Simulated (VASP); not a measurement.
# ZnS (F-43m) in VASP: a series of runs

ZnS is run at these levels: PBEsol; tasks: vibrations by perturbation theory.

Program: VASP 6.6.1. These are calculated values, not measurements. Logs are shortened: lines on timing, memory, paths and dates and some standing lists are left out, and cuts for length are marked.

### Step 1. The cell of the first run

Symmetry: F-43m, No. 216, cubic system. The conventional cell has a = 5.276 Å, b = 5.276 Å, c = 5.276 Å, α = 90.00°, β = 90.00°, γ = 90.00°. Within 3.0 Å of Zn (site symmetry -43m) lie 4 S at 2.28 Å. S (site symmetry -43m) has 4 Zn at 2.28 Å within 3.0 Å.

### Step 2. Vibrations by perturbation theory, PBEsol

Input file INCAR:

```
PREC     = Accurate       # precision mode
ENCUT    = 500            # plane-wave cutoff, eV
EDIFF    = 1E-8           # SCF threshold, eV
ISMEAR   = 0              # smearing method
SIGMA    = 0.01           # smearing width, eV
LREAL    = F              # projectors in reciprocal space
LASPH    = T              # aspherical terms in the spheres
NELM     = 120            # most SCF steps
ALGO     = Normal         # electronic algorithm
ISIF     = 2              # what is computed and relaxed
LWAVE    = F              # write WAVECAR
LCHARG   = T              # write CHGCAR
GGA      = PS             # functional
IBRION   = 8              # ionic algorithm
NSW      = 1              # ionic steps
GGA_COMPAT= F
```

Input file KPOINTS:

```
Automatic mesh
0
Gamma
  8 8 8
```

Input file POSCAR:

```
ZnS
1.0
    2.6377582893      2.6377582893      0.0000000000
   -2.6377582893      2.6377582893      0.0000000000
    0.0000000000      2.6377582893      2.6377582893
Zn S
1 1
Direct
    0.7500000000      0.2500000000      0.5000000000
    0.0000000000      0.0000000000      0.0000000000
```

Potentials or basis: VASP PAW PBE potentials, release 64 (Zn, S).

Started as:

```
$ cat potpaw_PBE.64/Zn/POTCAR potpaw_PBE.64/S/POTCAR > POTCAR
$ mpirun -np 1 vasp_std > vasp.out
```

OUTCAR:

```text
PREC = Accurate
   ENCUT = 500
   EDIFF = 1E-8
   ISMEAR = 0
   LREAL = F
   LASPH = T
   NELM = 120
   ISIF = 2
   GGA = PS
   IBRION = 8
   NSW = 1

 ion  position               nearest neighbor table
   1  0.750  0.250  0.500-   2 2.28   2 2.28   2 2.28   2 2.28
   2  0.000  0.000  0.000-   1 2.28   1 2.28   1 2.28   1 2.28

  LATTYP: Found a face centered cubic cell.
 ALAT       =     5.2755165786

  Lattice vectors:

 A1 = (   0.0000000000,   2.6377582893,   2.6377582893)
 A2 = (   2.6377582893,   0.0000000000,   2.6377582893)
 A3 = (   2.6377582893,   2.6377582893,   0.0000000000)

Analysis of symmetry for initial positions (statically):
=====================================================================
 Subroutine PRICEL returns:
 Original cell was already a primitive cell.

 Routine SETGRP: Setting up the symmetry group for a
 face centered cubic supercell.

 Subroutine GETGRP returns: Found 24 space group operations
 (whereof 24 operations were pure point group operations)
 out of a pool of 48 trial point group operations.

The static configuration has the point symmetry T_d .

Analysis of symmetry for dynamics (positions and initial velocities):
=====================================================================
 Subroutine PRICEL returns:
 Original cell was already a primitive cell.

 Routine SETGRP: Setting up the symmetry group for a
 face centered cubic supercell.

 Subroutine GETGRP returns: Found 24 space group operations
 (whereof 24 operations were pure point group operations)
 out of a pool of 48 trial point group operations.

The dynamic configuration has the point symmetry T_d .

 Subroutine INISYM returns: Found 24 space group operations
 (whereof 24 operations are pure point group operations),
 and found     1 'primitive' translations

----------------------------------------------------------------------------------------

                                     Primitive cell

  volume of cell :      36.7058
[... 541 lines left out ...]

 VOLUME and BASIS-vectors are now :
 -----------------------------------------------------------------------------
  energy-cutoff  :      500.00
  volume of cell :       36.71
      direct lattice vectors                 reciprocal lattice vectors
     2.637758289  2.637758289  0.000000000     0.189554897  0.189554897 -0.189554897
    -2.637758289  2.637758289  0.000000000    -0.189554897  0.189554897 -0.189554897
     0.000000000  2.637758289  2.637758289     0.000000000  0.000000000  0.379109793

 POSITION                                       TOTAL-FORCE (eV/Angst)
 -----------------------------------------------------------------------------------
      1.31888      3.95664      1.31888         0.000000     -0.000000      0.000000
      0.00000      0.00000      0.00000        -0.000000      0.000000     -0.000000
 -----------------------------------------------------------------------------------
    total drift:                                0.000000      0.000000     -0.000000

  FREE ENERGIE OF THE ION-ELECTRON SYSTEM (eV)
  ---------------------------------------------------
  free  energy   TOTEN  =        -7.5651847260 eV

  energy  without entropy=       -7.5651847260  energy(sigma->0) =       -7.56518473

[... ionic steps 2 to 3 ...]

--------------------------------------- Ionic step        4  -------------------------------------------

------------------------ aborting loop because EDIFF is reached ----------------------------------------

[... ionic steps 5 to 6 ...]

--------------------------------------- Ionic step        7  -------------------------------------------

 Free energy of the ion-electron system (eV)
  ---------------------------------------------------
  ---------------------------------------------------
  free energy    TOTEN  =        -0.10473009 eV

  energy without entropy =       -0.10473009

------------------------ aborting loop because EDIFF is reached ----------------------------------------

 INTERNAL STRAIN TENSOR  FOR ION    2  DIRECTION 1   (eV/Angst):
 -----------------------------------------------------------------------------
     0.04733  0.00000 -0.00000
     0.00000 -0.05204 -7.78772
    -0.00000 -7.78772 -0.05204

 INTERNAL STRAIN TENSOR FOR ION    2 for displacements in x,y,z  (eV/Angst):
          X           Y           Z          XY          YZ          ZX
  --------------------------------------------------------------------------------
  x     0.00000    -0.00000     0.00000    -0.00000    -7.78772     0.00000
  y    -0.00000     0.00000     0.00000     0.00000     0.00000    -7.78772
  z    -0.00000     0.00000     0.00000    -7.78772     0.00000     0.00000

 SECOND DERIVATIVES (NOT SYMMETRIZED)
 ------------------------------------
               1X          1Y          1Z          2X          2Y          2Z
  1X    -7.237264   -0.000000    0.000000    7.237264    0.000000   -0.000000
  1Y     0.000000   -7.237264   -0.000000   -0.000000    7.237264    0.000000
  1Z     0.000000   -0.000000   -7.237264   -0.000000    0.000000    7.237264
  2X     7.224871   -0.000000    0.000000   -7.224871    0.000000   -0.000000
  2Y     0.000000    7.224871   -0.000000   -0.000000   -7.224871    0.000000
  2Z     0.000000   -0.000000    7.224871   -0.000000    0.000000   -7.224871

 Eigenvectors and eigenvalues of the dynamical matrix
 ----------------------------------------------------

   1 f  =    9.061802 THz    56.936981 2PiTHz  302.269176 cm-1    37.476585 meV
             X         Y         Z           dx          dy          dz
      1.318879  3.956637  1.318879     0.000000   -0.573942   -0.000000
      0.000000  0.000000  0.000000     0.000000    0.818896    0.000000
[... 21 lines left out ...]
   6 f/i=    0.003650 THz     0.022931 2PiTHz    0.121735 cm-1     0.015093 meV
             X         Y         Z           dx          dy          dz
      1.318879  3.956637  1.318879    -0.444355    0.687852    0.000000
      0.000000  0.000000  0.000000    -0.311436    0.482096    0.000000

--------------------------------------------------------------------------------------------------------

 ELASTIC MODULI CONTR FROM IONIC RELAXATION (kBar)
 Direction    XX          YY          ZZ          XY          YZ          ZX
 --------------------------------------------------------------------------------
 XX          -0.0000      0.0000     -0.0000     -0.0000      0.0000     -0.0000
 YY           0.0000     -0.0000      0.0000      0.0000     -0.0000      0.0000
 ZZ          -0.0000      0.0000     -0.0000      0.0000      0.0000      0.0000
 XY          -0.0000      0.0000      0.0000   -365.6004     -0.0000     -0.0000
 YZ           0.0000     -0.0000      0.0000     -0.0000   -365.6004     -0.0000
 ZX          -0.0000      0.0000      0.0000     -0.0000     -0.0000   -365.6004
 --------------------------------------------------------------------------------
```

Run time: 1.7 min. Hardware: 1 thread of Intel Xeon Platinum 8559C (Emerald Rapids), shared host; peak memory 0.24 GiB.

What came out:

```yaml
Highest_phonon_frequency_at_Γ_LO-TO_splitting_left_out: 302 cm⁻¹
```

Phonon frequencies in cm⁻¹ (negative: imaginary):
```csv
q point,frequencies
"(0.000, 0.000, 0.000)",0 0 0 302 302 302
```

Caveat: the cell wasn't relaxed at this level first, which shifts response properties; the PAW data sets were made with another functional, which shifts forces and pressure a little.

### Step 3. Vibrations by perturbation theory, PBEsol

This run uses another cell than the first one, of 18.75 Å³/atom, 1.022 times its volume.

Input file INCAR:

```
SYSTEM = ZnS
PREC = Accurate
ENCUT = 500
EDIFF = 1E-8
ISMEAR = 0
SIGMA = 0.01
LREAL = .False.
LASPH = .True.
NELM = 120
ALGO = Normal
ISIF = 2
LWAVE = .False.
LCHARG = .True.
GGA = PS
NBANDS = 16
IBRION = 8
NSW = 1
GGA_COMPAT = .False.
```

Input file KPOINTS:

```
Automatic mesh
0
Gamma
  8 8 8
  0 0 0
```

Input file POSCAR:

```
ZnS
1.0
    2.6565693188      2.6565693188      0.0000000000
   -2.6565693188      2.6565693188      0.0000000000
    0.0000000000      2.6565693188      2.6565693188
Zn S
1 1
Direct
    0.7500000000      0.2500000000      0.5000000000
    0.0000000000      0.0000000000      0.0000000000
```

Potentials or basis: VASP PAW PBE potentials, release 64 (Zn, S).

Started as:

```
$ cat potpaw_PBE.64/Zn/POTCAR potpaw_PBE.64/S/POTCAR > POTCAR
$ mpirun -np 1 vasp_std > vasp.out
```

OUTCAR:

```text
SYSTEM = ZnS
   PREC = Accurate
   ENCUT = 500
   EDIFF = 1E-8
   ISMEAR = 0
   LREAL = .False.
   LASPH = .True.
   NELM = 120
   ISIF = 2
   GGA = PS
   IBRION = 8
   NSW = 1

 ion  position               nearest neighbor table
   1  0.750  0.250  0.500-   2 2.30   2 2.30   2 2.30   2 2.30
   2  0.000  0.000  0.000-   1 2.30   1 2.30   1 2.30   1 2.30

  LATTYP: Found a face centered cubic cell.
 ALAT       =     5.3131386376

  Lattice vectors:

 A1 = (   0.0000000000,   2.6565693188,   2.6565693188)
 A2 = (   2.6565693188,   0.0000000000,   2.6565693188)
 A3 = (   2.6565693188,   2.6565693188,   0.0000000000)

Analysis of symmetry for initial positions (statically):
=====================================================================
 Subroutine PRICEL returns:
 Original cell was already a primitive cell.

[... 685 lines left out ...]
------------------------ aborting loop because EDIFF is reached ----------------------------------------

 INTERNAL STRAIN TENSOR  FOR ION    2  DIRECTION 1   (eV/Angst):
 -----------------------------------------------------------------------------
     0.04919 -0.00000  0.00000
     0.00000 -0.05229 -6.90666
    -0.00000 -6.90666 -0.05229

 INTERNAL STRAIN TENSOR FOR ION    2 for displacements in x,y,z  (eV/Angst):
          X           Y           Z          XY          YZ          ZX
  --------------------------------------------------------------------------------
  x     0.00000     0.00000     0.00000     0.00000    -6.90666     0.00000
  y     0.00000     0.00000     0.00000     0.00000     0.00000    -6.90666
  z     0.00000     0.00000     0.00000    -6.90666     0.00000    -0.00000

 SECOND DERIVATIVES (NOT SYMMETRIZED)
 ------------------------------------
               1X          1Y          1Z          2X          2Y          2Z
  1X    -6.807185   -0.000000    0.000000    6.807185    0.000000   -0.000000
  1Y     0.000000   -6.807185   -0.000000   -0.000000    6.807185    0.000000
  1Z     0.000000   -0.000000   -6.807185   -0.000000    0.000000    6.807185
  2X     6.723740    0.000000    0.000000   -6.723740    0.000000    0.000000
  2Y     0.000000    6.723740    0.000000    0.000000   -6.723740    0.000000
  2Z     0.000000    0.000000    6.723740    0.000000    0.000000   -6.723740

 Eigenvectors and eigenvalues of the dynamical matrix
 ----------------------------------------------------

   1 f  =    8.757278 THz    55.023600 2PiTHz  292.111350 cm-1    36.217175 meV
             X         Y         Z           dx          dy          dz
      1.328285  3.984854  1.328285    -0.575988   -0.000000   -0.000000
      0.000000  0.000000  0.000000     0.817458    0.000000    0.000000
[... 21 lines left out ...]
   6 f/i=    0.025429 THz     0.159774 2PiTHz    0.848215 cm-1     0.105165 meV
             X         Y         Z           dx          dy          dz
      1.328285  3.984854  1.328285    -0.000000   -0.478631   -0.662684
      0.000000  0.000000  0.000000     0.000000   -0.337247   -0.466933

--------------------------------------------------------------------------------------------------------

 ELASTIC MODULI CONTR FROM IONIC RELAXATION (kBar)
 Direction    XX          YY          ZZ          XY          YZ          ZX
 --------------------------------------------------------------------------------
 XX          -0.0000     -0.0000      0.0000      0.0000     -0.0000      0.0000
 YY          -0.0000     -0.0000     -0.0000      0.0000      0.0000      0.0000
 ZZ           0.0000     -0.0000     -0.0000     -0.0000      0.0000      0.0000
 XY           0.0000      0.0000     -0.0000   -300.9924     -0.0000     -0.0000
 YZ          -0.0000      0.0000      0.0000     -0.0000   -300.9924     -0.0000
 ZX           0.0000      0.0000      0.0000     -0.0000     -0.0000   -300.9924
 --------------------------------------------------------------------------------
```

stdout:

```text
POSCAR found type information on POSCAR ZnS
 POSCAR found :  2 types and       2 ions
 scaLAPACK will be used
 -----------------------------------------------------------------------------
|                                                                             |
|                                                                             |
|     You enforced a specific xc type in the INCAR file but a different       |
|     I HOPE YOU KNOW WHAT YOU ARE DOING!                                     |
|                                                                             |
 -----------------------------------------------------------------------------

 LDA part: xc-table for (Slater+PW92), standard interpolation
 POSCAR, INCAR and KPOINTS ok, starting setup
 FFT: planning ... GRIDC
 FFT: planning ... GRID_SOFT
 FFT: planning ... GRID
 WAVECAR not read
 entering main loop
 Linear response reoptimize wavefunctions to high precision
 Linear response DOF=           2
 Linear response progress:
 first order change of Fermi-energy  -0.80725E-02
 force on displaced ion       1 direction 1 :  -6.807  -0.000   0.000
 Linear response progress:
 first order change of Fermi-energy   0.71926E-02
 force on displaced ion       2 direction 1 :  -6.724   0.000   0.000
 Linear response finished
```

It took 2 min on 1 thread of Intel Xeon Platinum 8559C (Emerald Rapids), shared host; peak memory 0.25 GiB.

What came out:

```
Highest phonon frequency at Γ, LO-TO splitting left out : 292 cm⁻¹
```

Phonon frequencies in cm⁻¹ (negative: imaginary):
```
              q point           frequencies
(0.000, 0.000, 0.000)  -1 -1 -1 292 292 292
```

Caveat: the cell wasn't relaxed at this level first, which shifts response properties; the PAW data sets were made with another functional, which shifts forces and pressure a little.

### Step 4. Vibrations by perturbation theory, PBEsol

This run uses another cell than the first one, of 19.20 Å³/atom, 1.046 times its volume.

Input file INCAR:

```
PREC = Accurate
ENCUT = 500
EDIFF = 1E-8
ISMEAR = 0
SIGMA = 0.01
LREAL = False
LASPH = True
NELM = 120
ALGO = Normal
ISIF = 2
LWAVE = False
LCHARG = False
GGA = PS
NBANDS = 16
IBRION = 8
NSW = 1
GGA_COMPAT = False
```

Input file KPOINTS:

```
regular mesh
0
Gamma
  8 8 8
```

Input file POSCAR:

```
ZnS
1.0
    2.6777696014      2.6777696014      0.0000000000
   -2.6777696014      2.6777696014      0.0000000000
    0.0000000000      2.6777696014      2.6777696014
Zn S
1 1
Direct
    0.7500000000      0.2500000000      0.5000000000
    0.0000000000      0.0000000000      0.0000000000
```

Potentials or basis: VASP PAW PBE potentials, release 64 (Zn, S).

Started as:

```
$ cat potpaw_PBE.64/Zn/POTCAR potpaw_PBE.64/S/POTCAR > POTCAR
$ mpirun -np 1 vasp_std > vasp.out
```

OUTCAR:

```text
PREC = Accurate
   ENCUT = 500
   EDIFF = 1E-8
   ISMEAR = 0
   LREAL = False
   LASPH = True
   NELM = 120
   ISIF = 2
   GGA = PS
   IBRION = 8
   NSW = 1

 ion  position               nearest neighbor table
   1  0.750  0.250  0.500-   2 2.32   2 2.32   2 2.32   2 2.32
   2  0.000  0.000  0.000-   1 2.32   1 2.32   1 2.32   1 2.32

  LATTYP: Found a face centered cubic cell.
 ALAT       =     5.3555392028

  Lattice vectors:

[... 710 lines left out ...]
 ------------------------------------
               1X          1Y          1Z          2X          2Y          2Z
  1X    -6.220478    0.000000   -0.000000    6.220478   -0.000000    0.000000
  1Y    -0.000000   -6.220478    0.000000    0.000000    6.220478   -0.000000
  1Z    -0.000000    0.000000   -6.220478    0.000000   -0.000000    6.220478
  2X     6.187450   -0.000000    0.000000   -6.187450    0.000000   -0.000000
  2Y     0.000000    6.187450   -0.000000   -0.000000   -6.187450    0.000000
  2Z     0.000000   -0.000000    6.187450   -0.000000    0.000000   -6.187450

 Eigenvectors and eigenvalues of the dynamical matrix
 ----------------------------------------------------

   1 f  =    8.391009 THz    52.722266 2PiTHz  279.893941 cm-1    34.702410 meV
             X         Y         Z           dx          dy          dz
      1.338885  4.016654  1.338885     0.000000    0.574637    0.000000
      0.000000  0.000000  0.000000     0.000000   -0.818409    0.000000
[... 21 lines left out ...]
   6 f/i=    0.010504 THz     0.065998 2PiTHz    0.350371 cm-1     0.043440 meV
             X         Y         Z           dx          dy          dz
      1.338885  4.016654  1.338885     0.333765    0.747257    0.000000
      0.000000  0.000000  0.000000     0.234350    0.524679    0.000000

--------------------------------------------------------------------------------------------------------

 ELASTIC MODULI CONTR FROM IONIC RELAXATION (kBar)
 Direction    XX          YY          ZZ          XY          YZ          ZX
 --------------------------------------------------------------------------------
 XX          -0.0000      0.0000      0.0000     -0.0000      0.0000      0.0000
 YY           0.0000     -0.0000      0.0000     -0.0000     -0.0000     -0.0000
 ZZ           0.0000      0.0000     -0.0000      0.0000     -0.0000      0.0000
 XY          -0.0000     -0.0000      0.0000   -239.7898     -0.0000      0.0000
 YZ           0.0000     -0.0000     -0.0000     -0.0000   -239.7898     -0.0000
 ZX           0.0000     -0.0000      0.0000      0.0000     -0.0000   -239.7898
 --------------------------------------------------------------------------------
```

OSZICAR:

```text
N       E                     dE             d eps       ncg     rms          rms(c)
DAV:   1     0.786951382560E+02    0.78695E+02   -0.82693E+03   928   0.130E+03
DAV:   2    -0.322555022493E+01   -0.81921E+02   -0.76777E+02  1096   0.253E+02
DAV:   3    -0.795231322866E+01   -0.47268E+01   -0.47076E+01  1128   0.584E+01
DAV:   4    -0.799622272536E+01   -0.43909E-01   -0.43899E-01  1184   0.584E+00
[... 39 lines left out ...]
RMM:   9    -0.104817647193E+00    0.38945E-06   -0.58772E-09  5568   0.110E-04    0.215E-05
RMM:  10    -0.104817785862E+00   -0.13867E-06    0.25673E-08  5781   0.504E-05    0.802E-06
RMM:  11    -0.104817817499E+00   -0.31637E-07    0.25566E-08  5837   0.351E-05    0.599E-06
RMM:  12    -0.104817807090E+00    0.10409E-07    0.20650E-08  5247   0.277E-05    0.783E-07
RMM:  13    -0.104817808225E+00   -0.11347E-08    0.17648E-08  4096   0.255E-05    0.225E-07
 Linear response finished
```

It took 100 s on 1 thread of Intel Xeon Platinum 8559C (Emerald Rapids), shared host; peak memory 0.26 GiB.

What came out:

```
Highest phonon frequency at Γ, LO-TO splitting left out : 280 cm⁻¹
```

Phonon frequencies in cm⁻¹ (negative: imaginary):
| q point | frequencies |
| --- | --- |
| (0.000, 0.000, 0.000) | 0 0 0 280 280 280 |

Caveat: the PAW data sets were made with another functional, which shifts forces and pressure a little.

(Part 1 of 2 ends here.)
